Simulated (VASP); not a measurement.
# Ag in VASP: a series of runs

The runs below take Ag through electric field gradients, with PBEsol.

Everything below comes from runs of VASP 6.6.1. Logs are shortened: lines on timing, memory, paths and dates and some standing lists are left out, and cuts for length are marked.

## Step 1: The cell of the first run

Symmetry: Fm-3m, No. 225, cubic system. Conventional cell: a = 4.086 Å, b = 4.086 Å, c = 4.086 Å, α = 90.00°, β = 90.00°, γ = 90.00°. Ag (site symmetry m-3m) has 12 Ag at 2.89 Å within 3.8 Å.

## Step 2: Electric field gradients, PBEsol

INCAR

```
SYSTEM = Ag
  ALGO = Normal
  EDIFF = 1E-8
  ENCUT = 520
  GGA = PS
  ISIF = 2
  ISMEAR = -1
  LASPH = .TRUE.
  LCHARG = .FALSE.
  LEFG = .TRUE.
  LREAL = .FALSE.
  LWAVE = .FALSE.
  NBANDS = 12
  NELM = 60
  PREC = Accurate
  SIGMA = 0.03
```

KPOINTS

```
k-points
0
G
  15 15 15
  0 0 0
```

POSCAR

```
Ag
1.0
    0.0000000000      2.0431000000      2.0431000000
    2.0431000000      0.0000000000      2.0431000000
    2.0431000000      2.0431000000      0.0000000000
Ag
1
Direct
    0.0000000000      0.0000000000      0.0000000000
```

Potentials or basis: VASP PAW PBE potentials, release 64 (Ag).

Started as:

```console
cat potpaw_PBE.64/Ag/POTCAR > POTCAR
mpirun -np 1 vasp_std > vasp.out
```

OUTCAR:

```text
SYSTEM = Ag
   EDIFF = 1E-8
   ENCUT = 520
   GGA = PS
   ISIF = 2
   ISMEAR = -1
   LASPH = .TRUE.
   LREAL = .FALSE.
   NELM = 60
   PREC = Accurate

 ion  position               nearest neighbor table
   1  0.000  0.000  0.000-

  LATTYP: Found a face centered cubic cell.
 ALAT       =     4.0862000000

  Lattice vectors:

 A1 = (   0.0000000000,   2.0431000000,   2.0431000000)
 A2 = (   2.0431000000,   0.0000000000,   2.0431000000)
 A3 = (   2.0431000000,   2.0431000000,   0.0000000000)

Analysis of symmetry for initial positions (statically):
=====================================================================
 Subroutine PRICEL returns:
 Original cell was already a primitive cell.

 Routine SETGRP: Setting up the symmetry group for a
 face centered cubic supercell.

 Subroutine GETGRP returns: Found 48 space group operations
 (whereof 48 operations were pure point group operations)
 out of a pool of 48 trial point group operations.

The static configuration has the point symmetry O_h .

Analysis of symmetry for dynamics (positions and initial velocities):
=====================================================================
 Subroutine PRICEL returns:
 Original cell was already a primitive cell.

 Routine SETGRP: Setting up the symmetry group for a
 face centered cubic supercell.

 Subroutine GETGRP returns: Found 48 space group operations
 (whereof 48 operations were pure point group operations)
 out of a pool of 48 trial point group operations.

The dynamic configuration has the point symmetry O_h .

 Subroutine INISYM returns: Found 48 space group operations
 (whereof 48 operations are pure point group operations),
 and found     1 'primitive' translations

----------------------------------------------------------------------------------------

                                     Primitive cell

  volume of cell :      17.0569

  direct lattice vectors                    reciprocal lattice vectors
     0.000000000  2.043100000  2.043100000    -0.244726151  0.244726151  0.244726151
     2.043100000  0.000000000  2.043100000     0.244726151 -0.244726151  0.244726151
     2.043100000  2.043100000  0.000000000     0.244726151  0.244726151 -0.244726151
[... 125 lines left out ...]
  ---------------------------------------------------
  free energy    TOTEN  =        -3.30236672 eV

  energy without entropy =       -3.30088060  energy(sigma->0) =       -3.30162366

 E-fermi :   8.3602     XC(G=0): -12.4106

 val. band max:        8.3505660908   @ k =  -0.3333   0.2000   0.0000
 cond. band min:       8.3760591008   @ k =  -0.4000   0.1333   0.0000
 fundamental gap:      0.0254930099
 Fermi energy:         8.3602209108

 k-point     1 :       0.0000    0.0000    0.0000
  band No.  band energies     occupation
      1       0.3984      2.00000
      2       3.4527      2.00000
      3       3.4527      2.00000
      4       3.4527      2.00000
      5       4.4982      2.00000
      6       4.4982      2.00000
      7      24.2110      0.00000
      8      27.7808      0.00000
      9      27.7808      0.00000
     10      27.7808      0.00000
     11      32.6006      0.00000
     12      33.7201      0.00000
[... 331 lines left out ...]
 k-point    24 :       0.2000    0.1333    0.0000
  band No.  band energies     occupation
      1       1.5374      2.00000
      2       3.0552      2.00000
      3       3.8133      2.00000
      4       3.8472      2.00000
      5       4.2457      2.00000
      6       4.6892      2.00000
      7      23.2860      0.00000
      8      24.8688      0.00000
      9      25.2607      0.00000
     10      26.7586      0.00000
     11      30.3375      0.00000
     12      33.4596      0.00000

 [... further k-points ...]

------------------------ aborting loop because EDIFF is reached ----------------------------------------

  FORCE on cell =-STRESS in cart. coord.  units (eV):
  Direction    XX          YY          ZZ          XY          YZ          ZX
  --------------------------------------------------------------------------------------
  -------------------------------------------------------------------------------------
  Total       -0.3136575     -0.3136575     -0.3136575     -0.0000000     -0.0000000      0.0000000
  in kB      -29.4623535    -29.4623535    -29.4623535     -0.0000000     -0.0000000      0.0000000
  external PRESSURE =     -29.4623535 kB  Pullay stress =       0.0000000 kB

 VOLUME and BASIS-vectors are now :
 -----------------------------------------------------------------------------
  energy-cutoff  :      520.00
  volume of cell :       17.06
      direct lattice vectors                 reciprocal lattice vectors
     0.000000000  2.043100000  2.043100000    -0.244726151  0.244726151  0.244726151
     2.043100000  0.000000000  2.043100000     0.244726151 -0.244726151  0.244726151
     2.043100000  2.043100000  0.000000000     0.244726151  0.244726151 -0.244726151

 POSITION                                       TOTAL-FORCE (eV/Angst)
 -----------------------------------------------------------------------------------
      0.00000      0.00000      0.00000        -0.000000     -0.000000      0.000000
 -----------------------------------------------------------------------------------
    total drift:                               -0.000000      0.000000     -0.000000

  FREE ENERGIE OF THE ION-ELECTRON SYSTEM (eV)
  ---------------------------------------------------
  free  energy   TOTEN  =        -3.3023667226 eV

  energy  without entropy=       -3.3008805978  energy(sigma->0) =       -3.30162366

 Electric field gradients (V/A^2)
---------------------------------------------------------------------
 ion       V_xx      V_yy      V_zz      V_xy      V_xz      V_yz
---------------------------------------------------------------------
   1      -0.000    -0.000     0.000     0.001     0.001     0.001
---------------------------------------------------------------------

 Electric field gradients after diagonalization (V/A^2)
 (convention: |V_zz| > |V_xx| > |V_yy|)
----------------------------------------------------------------------
 ion       V_xx      V_yy      V_zz     asymmetry (V_yy - V_xx)/ V_zz
----------------------------------------------------------------------
   1      -0.001    -0.001     0.001       0.000
----------------------------------------------------------------------

           NMR quadrupolar parameters

 Cq : quadrupolar parameter    Cq=e*Q*V_zz/h
 eta: asymmetry parameters     (V_yy - V_xx)/ V_zz
 Q  : nuclear electric quadrupole moment in mb (millibarn)
----------------------------------------------------------------------
 ion       Cq(MHz)       eta       Q (mb)
----------------------------------------------------------------------
   1       0.000       0.000       1.000
----------------------------------------------------------------------
```

Run time: 7.8 s. Hardware: 1 thread of Intel Xeon 6975P-C (Granite Rapids), shared host; peak memory 0.15 GiB.

What came out:

```
Free energy : -3.3024 eV
Pressure    : -2.9 GPa
```

Caveat: without QUAD_EFG the Cq values of the log hold for a quadrupole moment of 1 mb, not for the nuclei; the PAW data sets were made with another functional, which shifts forces and pressure a little.

## Step 3: Electric field gradients, PBEsol (equal xx and yy strain of +2 %)

INCAR

```
SYSTEM = Ag
ALGO = Normal ; EDIFF = 1E-8
ENCUT = 520 ; GGA = PS
ISIF = 2 ; ISMEAR = -1
LASPH = .TRUE. ; LCHARG = .FALSE.
LEFG = .TRUE. ; LREAL = .FALSE.
LWAVE = .FALSE. ; NBANDS = 12
NELM = 100 ; PREC = Accurate
SIGMA = 0.03
```

KPOINTS is that of step 2.

POSCAR

```
Ag
1.0
    0.0000000000      2.0839620000      2.0431000000
    2.0839620000      0.0000000000      2.0431000000
    2.0839620000      2.0839620000      0.0000000000
Ag
1
Direct
    0.0000000000      0.0000000000      0.0000000000
```

Potentials or basis: VASP PAW PBE potentials, release 64 (Ag).

Started as:

```console
cat potpaw_PBE.64/Ag/POTCAR > POTCAR
mpirun -np 1 vasp_std > vasp.out
```

OUTCAR:

```text
SYSTEM = Ag
   EDIFF = 1E-8
   ENCUT = 520
   GGA = PS
   ISIF = 2
   ISMEAR = -1
   LASPH = .TRUE.
   LREAL = .FALSE.
   NELM = 100
   PREC = Accurate

 ion  position               nearest neighbor table
   1  0.000  0.000  0.000-

  LATTYP: Found a body centered tetragonal cell.
 ALAT       =     2.9471673239
 C/A-ratio  =     1.3864838847

  Lattice vectors:

 A1 = (   0.0000000000,  -2.0839620000,  -2.0431000000)
 A2 = (   0.0000000000,   2.0839620000,  -2.0431000000)
 A3 = (   2.0839620000,   0.0000000000,   2.0431000000)

Analysis of symmetry for initial positions (statically):
=====================================================================
 Subroutine PRICEL returns:
 Original cell was already a primitive cell.

 Routine SETGRP: Setting up the symmetry group for a
 body centered tetragonal supercell.

 Subroutine GETGRP returns: Found 16 space group operations
 (whereof 16 operations were pure point group operations)
 out of a pool of 16 trial point group operations.

The static configuration has the point symmetry D_4h.

Analysis of symmetry for dynamics (positions and initial velocities):
=====================================================================
 Subroutine PRICEL returns:
 Original cell was already a primitive cell.

 Routine SETGRP: Setting up the symmetry group for a
 body centered tetragonal supercell.

 Subroutine GETGRP returns: Found 16 space group operations
 (whereof 16 operations were pure point group operations)
 out of a pool of 16 trial point group operations.

The dynamic configuration has the point symmetry D_4h.

[... 161 lines left out ...]
      9      26.8424      0.00000
     10      27.0711      0.00000
     11      31.6419      0.00000
     12      32.3762      0.00000
[... 331 lines left out ...]
 k-point    24 :       0.2000    0.1333    0.0000
  band No.  band energies     occupation
      1       1.2786      2.00000
      2       2.7400      2.00000
      3       3.3832      2.00000
      4       3.3874      2.00000
      5       3.8403      2.00000
      6       4.1673      2.00000
      7      22.3555      0.00000
      8      24.0409      0.00000
      9      24.2324      0.00000
     10      25.9203      0.00000
     11      29.5036      0.00000
     12      32.3832      0.00000

 [... further k-points ...]

------------------------ aborting loop because EDIFF is reached ----------------------------------------

  FORCE on cell =-STRESS in cart. coord.  units (eV):
  Direction    XX          YY          ZZ          XY          YZ          ZX
  --------------------------------------------------------------------------------------
  -------------------------------------------------------------------------------------
  Total       -0.7145414     -0.7145414     -0.7350459      0.0000000     -0.0000000      0.0000000
  in kB      -64.5117375    -64.5117375    -66.3629715      0.0000000     -0.0000000      0.0000000
  external PRESSURE =     -65.1288155 kB  Pullay stress =       0.0000000 kB

 VOLUME and BASIS-vectors are now :
 -----------------------------------------------------------------------------
  energy-cutoff  :      520.00
  volume of cell :       17.75
      direct lattice vectors                 reciprocal lattice vectors
     0.000000000  2.083962000  2.043100000    -0.239927599  0.239927599  0.244726151
     2.083962000  0.000000000  2.043100000     0.239927599 -0.239927599  0.244726151
     2.083962000  2.083962000  0.000000000     0.239927599  0.239927599 -0.244726151

 POSITION                                       TOTAL-FORCE (eV/Angst)
 -----------------------------------------------------------------------------------
      0.00000      0.00000      0.00000         0.000000      0.000000      0.000000
 -----------------------------------------------------------------------------------
    total drift:                               -0.000000      0.000000      0.000000

  FREE ENERGIE OF THE ION-ELECTRON SYSTEM (eV)
  ---------------------------------------------------
  free  energy   TOTEN  =        -3.2822856318 eV

  energy  without entropy=       -3.2810918115  energy(sigma->0) =       -3.28168872

 Electric field gradients (V/A^2)
---------------------------------------------------------------------
 ion       V_xx      V_yy      V_zz      V_xy      V_xz      V_yz
---------------------------------------------------------------------
   1      -1.117    -1.117     2.234     0.000     0.001     0.001
---------------------------------------------------------------------

 Electric field gradients after diagonalization (V/A^2)
 (convention: |V_zz| > |V_xx| > |V_yy|)
----------------------------------------------------------------------
 ion       V_xx      V_yy      V_zz     asymmetry (V_yy - V_xx)/ V_zz
----------------------------------------------------------------------
   1      -1.117    -1.117     2.234       0.000
----------------------------------------------------------------------

           NMR quadrupolar parameters

 Cq : quadrupolar parameter    Cq=e*Q*V_zz/h
 eta: asymmetry parameters     (V_yy - V_xx)/ V_zz
 Q  : nuclear electric quadrupole moment in mb (millibarn)
----------------------------------------------------------------------
 ion       Cq(MHz)       eta       Q (mb)
----------------------------------------------------------------------
   1       0.005       0.000       1.000
----------------------------------------------------------------------
```

Run time: 17 s. Hardware: 1 thread of Intel Xeon 6975P-C (Granite Rapids), shared host; peak memory 0.19 GiB.

Results:

```
Free energy : -3.2823 eV
Pressure    : -6.5 GPa
```

Stress tensor (GPa, compression positive):
```
-6.45  0.00  0.00
 0.00 -6.45  0.00
 0.00  0.00 -6.64
```

Electric field gradients, principal values (V/Å²):
```tsv
atom	least	middle	greatest (by size)
1 Ag	-1.117	-1.117	2.234
```

Caveat: the cell differs from its parent crystal (equal xx and yy strain of +2 %); without QUAD_EFG the Cq values of the log hold for a quadrupole moment of 1 mb, not for the nuclei; the PAW data sets were made with another functional, which shifts forces and pressure a little.

## Step 4: Electric field gradients, PBEsol (equal xy, yz and zx shear strains of -2 %)

INCAR

```
SYSTEM = Ag
PREC = Accurate
ENCUT = 520
EDIFF = 1E-8
ISMEAR = -1
SIGMA = 0.03
LREAL = .False.
LASPH = .True.
NELM = 80
ALGO = Normal
ISIF = 2
LWAVE = .False.
LCHARG = .False.
GGA = PS
LEFG = .True.
NBANDS = 12
```

KPOINTS

```
Automatic mesh
0
Gamma
  15 15 15
  0 0 0
```

POSCAR

```
Ag
1.0
   -0.0408620000      2.0226690000      2.0226690000
    2.0226690000     -0.0408620000      2.0226690000
    2.0226690000      2.0226690000     -0.0408620000
Ag
1
Direct
    0.0000000000      0.0000000000      0.0000000000
```

Potentials or basis: VASP PAW PBE potentials, release 64 (Ag).

Started as:

```console
cat potpaw_PBE.64/Ag/POTCAR > POTCAR
mpirun -np 1 vasp_std > vasp.out
```

OUTCAR:

```text
SYSTEM = Ag
   PREC = Accurate
   ENCUT = 520
   EDIFF = 1E-8
   ISMEAR = -1
   LREAL = .False.
   LASPH = .True.
   NELM = 80
   ISIF = 2
   GGA = PS

 ion  position               nearest neighbor table
   1  0.000  0.000  0.000-

  LATTYP: Found a trigonal (rhomboedric) cell.
 ALAT       =     2.8607777736
 COS(alpha) =     0.4797000918

  Lattice vectors:

 A1 = (  -0.0408620000,   2.0226690000,   2.0226690000)
[... 567 lines left out ...]
    total drift:                               -0.000000      0.000000      0.000000

  FREE ENERGIE OF THE ION-ELECTRON SYSTEM (eV)
  ---------------------------------------------------
  free  energy   TOTEN  =        -3.3010468159 eV

  energy  without entropy=       -3.3000004313  energy(sigma->0) =       -3.30052362

 Electric field gradients (V/A^2)
---------------------------------------------------------------------
 ion       V_xx      V_yy      V_zz      V_xy      V_xz      V_yz
---------------------------------------------------------------------
   1       0.000    -0.000    -0.000    -0.731    -0.731    -0.731
---------------------------------------------------------------------

 Electric field gradients after diagonalization (V/A^2)
 (convention: |V_zz| > |V_xx| > |V_yy|)
----------------------------------------------------------------------
 ion       V_xx      V_yy      V_zz     asymmetry (V_yy - V_xx)/ V_zz
----------------------------------------------------------------------
   1       0.731     0.731    -1.463       0.000
----------------------------------------------------------------------

           NMR quadrupolar parameters

 Cq : quadrupolar parameter    Cq=e*Q*V_zz/h
 eta: asymmetry parameters     (V_yy - V_xx)/ V_zz
 Q  : nuclear electric quadrupole moment in mb (millibarn)
----------------------------------------------------------------------
 ion       Cq(MHz)       eta       Q (mb)
----------------------------------------------------------------------
   1      -0.004       0.000       1.000
----------------------------------------------------------------------
```

stdout:

```text
POSCAR found type information on POSCAR Ag
 POSCAR found :  1 types and       1 ions
 scaLAPACK will be used
 -----------------------------------------------------------------------------
|                                                                             |
|                                                                             |
|     You enforced a specific xc type in the INCAR file but a different       |
|     I HOPE YOU KNOW WHAT YOU ARE DOING!                                     |
|                                                                             |
 -----------------------------------------------------------------------------

 LDA part: xc-table for (Slater+PW92), standard interpolation
 POSCAR, INCAR and KPOINTS ok, starting setup
 FFT: planning ... GRIDC
 FFT: planning ... GRID_SOFT
 FFT: planning ... GRID
 WAVECAR not read
 entering main loop
ion   1
```

Wall time 20 s (1 thread of Intel Xeon 6975P-C (Granite Rapids), shared host); peak memory 0.19 GiB.

Results:

| Quantity | Value |
| --- | --- |
| Free energy | -3.3010 eV |
| Pressure | -2.7 GPa |

Stress tensor (GPa, compression positive):
```
-2.75  0.54  0.54
 0.54 -2.75  0.54
 0.54  0.54 -2.75
```

Levels at points of the mesh, in eV from the Fermi level:
```csv
k point,band 3,band 4,band 5,band 6,band 7,band 8,band 9,band 10
"(0.00, 0.00, 0.00)",-4.94,-4.74,-3.81,-3.81,15.85,19.12,19.12,20.19
```

Electric field gradients, principal values (V/Å²):
```csv
atom,least,middle,greatest (by size)
1 Ag,0.731,0.731,-1.463
```

Caveat: the cell differs from its parent crystal (equal xy, yz and zx shear strains of -2 %); without QUAD_EFG the Cq values of the log hold for a quadrupole moment of 1 mb, not for the nuclei; the PAW data sets were made with another functional, which shifts forces and pressure a little.

## Step 5: Summary

```csv
cell,gap on the mesh (eV),pressure (GPa)
"a = 2.889 Å, angles 60.0°, 1 atom",none,-2.9
"a = 2.918, b = 2.918, c = 2.947 Å, angles 59.7, 59.7, 60.7°, 1 atom",none,-6.5
"a = 2.861 Å, angles 61.3°, 1 atom",none,-2.7
```

Alike in all rows: task electric field gradients; level PBEsol; potentials or basis VASP PAW PBE potentials, release 64 (Ag); no spin polarisation; k mesh 15 × 15 × 15; cutoff (eV) 520; smearing fermi-dirac 0.03 eV.

Caveats: the PAW data sets were made with another functional, which shifts forces and pressure a little.

Total energies depend on the potentials used, so only differences within one code and one set of settings carry meaning.
